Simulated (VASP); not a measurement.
# C (Fmmm) in VASP: a series of runs

C is run at these levels: PBE; tasks: single point.

Program: VASP 6.6.1. These are calculated values, not measurements. Logs are shortened: lines on timing, memory, paths and dates and some standing lists are left out, and cuts for length are marked.

## Step 1: The cell of the first run

Symmetry: Fmmm, No. 69, orthorhombic system. The conventional cell has a = 2.467 Å, b = 4.272 Å, c = 8.528 Å, α = 90.00°, β = 90.00°, γ = 90.00°. C (site symmetry m2m) has 3 C at 1.42 Å within 1.9 Å.

## Step 2: Single point, PBE

The input, INCAR:

```
  PREC = Accurate
  ENCUT = 520
  EDIFF = 1E-6
  ISMEAR = 0
  SIGMA = 0.1
  LREAL = F
  LASPH = T
  NELM = 100
  ALGO = Normal
  ISIF = 2
  LWAVE = F
  LCHARG = T
  GGA = PE
  LELF = T
  LVHAR = T
  NBANDS = 16
```

The input, KPOINTS:

```
regular mesh
0
Gamma
  18 18 6
```

The input, POSCAR:

```
C
1.0
    1.2332883510     -2.1360411201      0.0000000000
    1.2332883510      2.1360411201      0.0000000000
    0.0000000000      0.0000000000      8.5275579303
C
4
Direct
    0.0833317940      0.9166682060      0.7500057311
    0.5833317940      0.4166682060      0.2499942689
    0.9166682060      0.0833317940      0.2499942689
    0.4166682060      0.5833317940      0.7500057311
```

Potentials or basis: VASP PAW PBE potentials, release 64 (C).

Run with:

```bash
cat potpaw_PBE.64/C/POTCAR > POTCAR
mpirun -np 1 vasp_std > vasp.out
```

OUTCAR:

```text
PREC = Accurate
   ENCUT = 520
   EDIFF = 1E-6
   ISMEAR = 0
   LREAL = F
   LASPH = T
   NELM = 100
   ISIF = 2
   GGA = PE

 ion  position               nearest neighbor table
   1  0.083  0.917  0.750-   4 1.42   4 1.42   4 1.42
   2  0.583  0.417  0.250-   3 1.42   3 1.42   3 1.42
   3  0.917  0.083  0.250-   2 1.42   2 1.42   2 1.42
   4  0.417  0.583  0.750-   1 1.42   1 1.42   1 1.42

  LATTYP: Found a base centered orthorhombic cell.
 ALAT       =     2.4665767020
 B/A-ratio  =     1.7319884019
 C/A-ratio  =     3.4572441730

  Lattice vectors:

 A1 = (   1.2332883510,  -2.1360411201,   0.0000000000)
 A2 = (   1.2332883510,   2.1360411201,   0.0000000000)
 A3 = (   0.0000000000,   0.0000000000,   8.5275579303)

Analysis of symmetry for initial positions (statically):
=====================================================================
 Subroutine PRICEL returns:
 Original cell was already a primitive cell.

 Routine SETGRP: Setting up the symmetry group for a
 base centered orthorhombic supercell.

 Subroutine GETGRP returns: Found  8 space group operations
 (whereof  4 operations were pure point group operations)
 out of a pool of  8 trial point group operations.

The static configuration has the point symmetry C_2h.
 The point group associated with its full space group is D_2h.

Analysis of symmetry for dynamics (positions and initial velocities):
=====================================================================
 Subroutine PRICEL returns:
 Original cell was already a primitive cell.

 Routine SETGRP: Setting up the symmetry group for a
 base centered orthorhombic supercell.

 Subroutine GETGRP returns: Found  8 space group operations
 (whereof  4 operations were pure point group operations)
 out of a pool of  8 trial point group operations.

The dynamic configuration has the point symmetry C_2h.
 The point group associated with its full space group is D_2h.

 Subroutine INISYM returns: Found  8 space group operations
 (whereof  4 operations are pure point group operations),
 and found     1 'primitive' translations

----------------------------------------------------------------------------------------

                                     Primitive cell

  volume of cell :      44.9292

  direct lattice vectors                    reciprocal lattice vectors
     1.233288351 -2.136041120  0.000000000     0.405420192 -0.234077891  0.000000000
     1.233288351  2.136041120  0.000000000     0.405420192  0.234077891  0.000000000
     0.000000000  0.000000000  8.527557930     0.000000000  0.000000000  0.117266867

  length of vectors
     2.466510049  2.466510049  8.527557930     0.468143131  0.468143131  0.117266867

  position of ions in fractional coordinates (direct lattice)
     0.083331794  0.916668206  0.750005731
     0.583331794  0.416668206  0.249994269
     0.916668206  0.083331794  0.249994269
     0.416668206  0.583331794  0.750005731

  ion indices of the primitive-cell ions
   primitive index   ion index
                 1           1
                 2           2
                 3           3
                 4           4

----------------------------------------------------------------------------------------

 KPOINTS: regular mesh

Automatic generation of k-mesh.
 Grid dimensions read from file:
 generate k-points for:   18   18    6

 Generating k-lattice:

  Cartesian coordinates                     Fractional coordinates (reciprocal lattice)
     0.022523344 -0.013004327  0.000000000     0.055555556  0.000000000  0.000000000
     0.022523344  0.013004327  0.000000000     0.000000000  0.055555556  0.000000000
     0.000000000  0.000000000  0.019544478     0.000000000  0.000000000  0.166666667

  Length of vectors
     0.026007952  0.026007952  0.019544478

  Shift w.r.t. Gamma in fractional coordinates (k-lattice)
     0.000000000  0.000000000  0.000000000

 Subroutine IBZKPT returns following result:
 ===========================================

 Found    364 irreducible k-points:

 Following reciprocal coordinates:
            Coordinates               Weight
  0.000000  0.000000  0.000000      1.000000
  0.055556 -0.000000  0.000000      4.000000
  0.111111 -0.000000  0.000000      4.000000
  0.166667 -0.000000  0.000000      4.000000
  0.222222 -0.000000  0.000000      4.000000
  0.277778 -0.000000  0.000000      4.000000
[... 16 lines left out ...]
 -0.277778  0.055556  0.000000      4.000000
 -0.222222  0.055556  0.000000      4.000000
 [... further k-points ...]
   k-points           NKPTS =    364   k-points in BZ     NKDIM =    364   number of bands    NBANDS=     16
   number of dos      NEDOS =    301   number of ions     NIONS =      4
   total plane-waves  NPLWV =  20736
   dimension x,y,z NGX =    18 NGY =   18 NGZ =   64
   dimension x,y,z NGXF=    36 NGYF=   36 NGZF=  128
   ions per type =               4
   NGX,Y,Z   is equivalent  to a cutoff of  12.13, 12.13, 12.48 a.u.
   NGXF,Y,Z  is equivalent  to a cutoff of  24.26, 24.26, 24.95 a.u.
 SYSTEM =  unknown system
   PREC   = accura    normal or accurate (medium, high low for compatibility)
   ISTART =      0    job   : 0-new  1-cont  2-samecut
   ICHARG =      2    charge: 1-file 2-atom 10-const
   ISPIN  =      1    spin polarized calculation?
   LNONCOLLINEAR =      F non collinear calculations
   LSORBIT =      F    spin-orbit coupling
   LASPH  =      T    aspherical Exc in radial PAW
   ENCUT  =  520.0 eV  38.22 Ry    6.18 a.u.   4.59  4.59 15.86*2*pi/ulx,y,z
   NELM   =    100;   NELMIN=  2; NELMDL= -5     # of ELM steps
   EDIFF  = 0.1E-05   stopping-criterion for ELM
   LREAL  =      F    real-space projection
   EDIFFG = 0.1E-04   stopping-criterion for IOM
   NSW    =      0    number of steps for IOM
   IBRION =     -1    ionic relax: 0-MD 1-quasi-New 2-CG
   NFREE  =      0    steps in history (QN), initial steepest desc. (CG)
   ISIF   =      2    stress and relaxation
   ISYM   =      2    0-nonsym 1-usesym 2-fastsym
   POTIM  = 0.5000    time-step for ionic-motion
   TEBEG  =    0.0;   TEEND  =   0.0 temperature during run
   PSTRESS=    0.0 pullay stress
   NELECT =      16.0000    total number of electrons
   NUPDOWN=      -1.0000    fix difference up-down
   EMIN   =  10.00;   EMAX   =-10.00  energy-range for DOS
   EFERMI =   0.00;   METHOD = LEGACY
   ISMEAR =     0;   SIGMA  =   0.10  broadening in eV -4-tet -1-fermi 0-gaus
   EFERMI_NEDOS =   21; number of points for ismear=-14 and -15
   IALGO  =     38    algorithm
   IMIX   =      4    mixing-type and parameters
     AMIX     =   0.40;   BMIX     =  1.00
     AMIX_MAG =   1.60;   BMIX_MAG =  1.00
  volume/ion in A,a.u.               =      11.23        75.80
  Fermi-wavevector in a.u.,A,eV,Ry     =   1.160393  2.192825 18.320414  1.346512
  Thomas-Fermi vector in A             =   2.296976
   LORBIT       =      0    0 simple, 1 ext, 2 COOP (PROOUT), +10 PAW based schemes
   GGA     = PE    functional components
   LHFCALC =     F    Hartree Fock is set to
   AEXX    =    0.0000 exact exchange contribution
   IVDW    =     0    specifies the selected vdW correction
   LEPSILON=     F    determine dielectric tensor
   LRPA    =     F    only Hartree local field effects (RPA)
 non-spin polarized calculation
 Gauss-broadening in eV      SIGMA  =   0.10
  energy-cutoff  :      520.00
  volume of cell :       44.93
 maximum number of plane-waves:      1234
   NGX =  9   NGY =  9   NGZ = 31

 number of electron      15.9999993 magnetization

 Free energy of the ion-electron system (eV)
  ---------------------------------------------------
  ext. energy  EPLUGINS =         0.00000000
  ---------------------------------------------------
  free energy    TOTEN  =       -36.90433342 eV

  energy without entropy =      -36.90334925  energy(sigma->0) =      -36.90384134

 E-fermi :   2.7918     XC(G=0):  -8.7211

 val. band max:        2.7915649608   @ k =   0.3333   0.3333   0.5000
 cond. band min:       2.7918283219   @ k =   0.3333   0.3333   0.5000
 fundamental gap:      0.0002633611
 Fermi energy:         2.7918053066

 k-point     1 :       0.0000    0.0000    0.0000
  band No.  band energies     occupation
      1     -16.7404      2.00000
      2     -16.7048      2.00000
      3      -5.0545      2.00000
      4      -4.5722      2.00000
      5      -0.2529      2.00000
      6      -0.2517      2.00000
[... 8 lines left out ...]
     15      13.2180      0.00000
     16      14.2031      0.00000

 k-point     2 :       0.0556   -0.0000    0.0000
  band No.  band energies     occupation
      1     -16.6675      2.00000
      2     -16.6320      2.00000
      3      -4.9666      2.00000
      4      -4.4862      2.00000
      5      -0.5503      2.00000
      6      -0.5484      2.00000
[... 8 lines left out ...]
     15      13.3160      0.00000
     16      13.9457      0.00000

 k-point     3 :       0.1111   -0.0000    0.0000
  band No.  band energies     occupation
      1     -16.4487      2.00000
      2     -16.4139      2.00000
      3      -4.7037      2.00000
      4      -4.2290      2.00000
      5      -1.3683      2.00000
      6      -1.3650      2.00000
[... 8 lines left out ...]
     15      13.2139      0.00000
     16      13.2546      0.00000

 k-point     4 :       0.1667   -0.0000    0.0000
  band No.  band energies     occupation
      1     -16.0854      2.00000
      2     -16.0515      2.00000
      3      -4.2688      2.00000
      4      -3.8042      2.00000
      5      -2.5429      2.00000
      6      -2.5375      2.00000
[... 8 lines left out ...]
     15      13.6306      0.00000
     16      13.6307      0.00000
[... 324 lines left out ...]
 k-point    22 :      -0.3333    0.0556    0.0000
  band No.  band energies     occupation
      1     -14.5070      2.00000
      2     -14.4775      2.00000
      3      -6.0979      2.00000
      4      -6.0868      2.00000
      5      -3.0053      2.00000
      6      -3.0029      2.00000
[... 8 lines left out ...]
     15      15.8296      0.00000
     16      17.0994      0.00000

 k-point    23 :      -0.2778    0.0556    0.0000
  band No.  band energies     occupation
      1     -15.2200      2.00000
      2     -15.1886      2.00000
      3      -4.6484      2.00000
      4      -4.6402      2.00000
      5      -3.2449      2.00000
      6      -2.8064      2.00000
[... 8 lines left out ...]
     15      15.0213      0.00000
     16      15.6823      0.00000

 k-point    24 :      -0.2222    0.0556    0.0000
  band No.  band energies     occupation
      1     -15.7959      2.00000
      2     -15.7628      2.00000
      3      -3.9242      2.00000
      4      -3.4676      2.00000
      5      -3.2570      2.00000
      6      -3.2516      2.00000
[... 8 lines left out ...]
     15      14.0951      0.00000
     16      14.1394      0.00000

 [... further k-points ...]
[... 5 lines left out ...]
  --------------------------------------------------------------------------------------
  -------------------------------------------------------------------------------------
  Total        0.1539925      0.1540216     -0.0050476      0.0000000      0.0000000      0.0000000
  in kB        5.4913762      5.4924139     -0.1799981      0.0000000      0.0000000      0.0000000
  external PRESSURE =       3.6012640 kB  Pullay stress =       0.0000000 kB

 VOLUME and BASIS-vectors are now :
 -----------------------------------------------------------------------------
  energy-cutoff  :      520.00
  volume of cell :       44.93
      direct lattice vectors                 reciprocal lattice vectors
     1.233288351 -2.136041120  0.000000000     0.405420192 -0.234077891  0.000000000
     1.233288351  2.136041120  0.000000000     0.405420192  0.234077891  0.000000000
     0.000000000  0.000000000  8.527557930     0.000000000  0.000000000  0.117266867

 POSITION                                       TOTAL-FORCE (eV/Angst)
 -----------------------------------------------------------------------------------
      1.23329      1.78004      6.39572         0.000000     -0.000044     -0.000003
      1.23329     -0.35600      2.13184         0.000000     -0.000044      0.000003
      1.23329     -1.78004      2.13184         0.000000      0.000044      0.000003
      1.23329      0.35600      6.39572         0.000000      0.000044     -0.000003
 -----------------------------------------------------------------------------------
    total drift:                               -0.000000     -0.000000      0.000000

  FREE ENERGIE OF THE ION-ELECTRON SYSTEM (eV)
  ---------------------------------------------------
  free  energy   TOTEN  =       -36.9043334221 eV

  energy  without entropy=      -36.9033492544  energy(sigma->0) =      -36.90384134
```

Run time: 1.9 min. Hardware: 1 thread of AMD EPYC 9R45 (Zen 5), shared host; peak memory 0.26 GiB.

What came out:

* Free energy: -36.9043 eV
* Pressure: 0.4 GPa
* Band gap on the k mesh: zero (filled and empty bands touch)

Caveat: this functional lacks dispersion, which binds the layers, so the pressure and a relaxed spacing across them are unreliable.

(Continued in part 2 of 2.)
